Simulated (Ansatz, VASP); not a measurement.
## One calculation of CuH3, two programs

The input INCAR:

```
SYSTEM = CuH3
ALGO = Normal
EDIFF = 1E-6
EDIFFG = -0.04
ENCUT = 600
GGA = PE
IBRION = 2
ISIF = 3
ISMEAR = 0
LASPH = .TRUE.
LCHARG = .FALSE.
LREAL = .FALSE.
LWAVE = .FALSE.
NELM = 80
NSW = 90
PREC = Accurate
SIGMA = 0.1
```

File KPOINTS:

```
k-points
0
G
  6 6 6
  0 0 0
```

File POSCAR:

```
CuH3
1.0
    3.3237588100      0.0000000000      0.0000000000
    0.0000000000      3.3237588100      0.0000000000
    0.0000000000      0.0000000000      3.3237588100
Cu H
1 3
Direct
    0.0000000000      0.0000000000      0.0000000000
    0.5000000000      0.5000000000      0.0000000000
    0.5000000000      0.0000000000      0.5000000000
    0.0000000000      0.5000000000      0.5000000000
```

Input for Ansatz:

```yaml
crystal:
  lattice:
    - [3.32375881, 0.0, 0.0]
    - [0.0, 3.32375881, 0.0]
    - [0.0, 0.0, 3.32375881]
  atoms:
    - { symbol: Cu, position: [0.0, 0.0, 0.0] }
    - { symbol: H, position: [0.5, 0.5, 0.0] }
    - { symbol: H, position: [0.5, 0.0, 0.5] }
    - { symbol: H, position: [0.0, 0.5, 0.5] }
basis:
  ecutwfc: 420
kpoints:
  mp_grid: { grid: [6, 6, 6] }
hamiltonian:
  xc: pbe
scf:
  occupations: { method: gaussian, width: 0.1 }
  lower_state_search: "off"
output:
  forces: true
  stress: true
  eigenvalues: true
relax:
  adjacent_minimum: "off"
  f_tol: 0.04
  max_steps: 70
  cell: { stress_tol: 0.4 }
```

Change from the starting cell: species swapped into the TiRh3 type (Pm-3m, No. 221).

Alike in both runs: task relaxation of cell and atoms; functional PBE; k mesh 6 × 6 × 6; occupations gaussian, width 0.1 eV; no spin polarisation.

|  | VASP | Ansatz |
| --- | --- | --- |
| version | VASP 6.6.1 | Ansatz 0.2.0 |
| potentials or method | VASP PAW PBE potentials, release 64 (Cu, H), cutoff 600 eV | scalar-relativistic, plane waves, PAW |
| valence electrons in the cell | 14 | 22 |

Ansatz gave:

- gap on the k mesh at the Fermi level, each at its own relaxed structure (eV): none
- relaxed volume (Å³/atom): 5.34
- relaxed length of the cell vector where the two differ most in proportion (Å): 2.774

Question: What did VASP give for the same quantities?

Answer: gap on the k mesh at the Fermi level, each at its own relaxed structure (eV): none; relaxed volume (Å³/atom): 5.38; relaxed length of the cell vector where the two differ most in proportion (Å): 2.782.

A gap of «none» marks a metal or a gap that the smearing closes. VASP's potentials hold 14 valence electrons a cell and Ansatz's 22, so a difference there can come from the potentials and not from the codes.

Noted on VASP's run: the volume moved by over 15 % at a fixed basis, so the end points are rough.
